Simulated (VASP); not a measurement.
A run of VASP 6.6.1:

The input INCAR:

```
SYSTEM = Al3GaN4
  PREC = Accurate
  ENCUT = 520
  EDIFF = 1E-7
  ISMEAR = 0
  SIGMA = 0.05
  LREAL = .FALSE.
  LASPH = .TRUE.
  NELM = 80
  ALGO = Normal
  ISIF = 2
  LWAVE = .FALSE.
  LCHARG = .TRUE.
  GGA = PS
  LELF = .TRUE.
  LVHAR = .TRUE.
  NBANDS = 31
```

File KPOINTS:

```
regular mesh
0
G
  6 6 6
  0 0 0
```

Contents of POSCAR:

```
Al3GaN4
1.0
    4.4069948456      0.0000000000      0.0000000000
    0.0000000000      4.4069948456      0.0000000000
    0.0000000000      0.0000000000      4.4069948456
Al Ga N
3 1 4
Direct
    0.5340367995      0.5000000000      0.0000000000
    0.4659632005      0.0000000000      0.5000000000
    0.0000000000      0.5000000000      0.5000000000
    0.0000000000      0.0000000000      0.0000000000
    0.7447077177      0.7563906879      0.2669752525
    0.7447077177      0.2436093121      0.7330247475
    0.2552922823      0.7330247475      0.7563906879
    0.2552922823      0.2669752525      0.2436093121
```

Potentials or basis: VASP PAW PBE potentials, release 64 (Al, Ga_d, N).

The run is started by

```sh
$ cat potpaw_PBE.64/Al/POTCAR potpaw_PBE.64/Ga_d/POTCAR potpaw_PBE.64/N/POTCAR > POTCAR
$ mpirun -np 1 vasp_std > vasp.out
```

Hardware: 1 thread of Intel Xeon 8259CL (shared host).

Problem. Estimate the wall time of this run.

Solution. Wall time 3.9 min on 1 thread of Intel Xeon 8259CL, on a shared host, peak memory 0.27 GiB. Counts: scf iterations 16, k points 44.
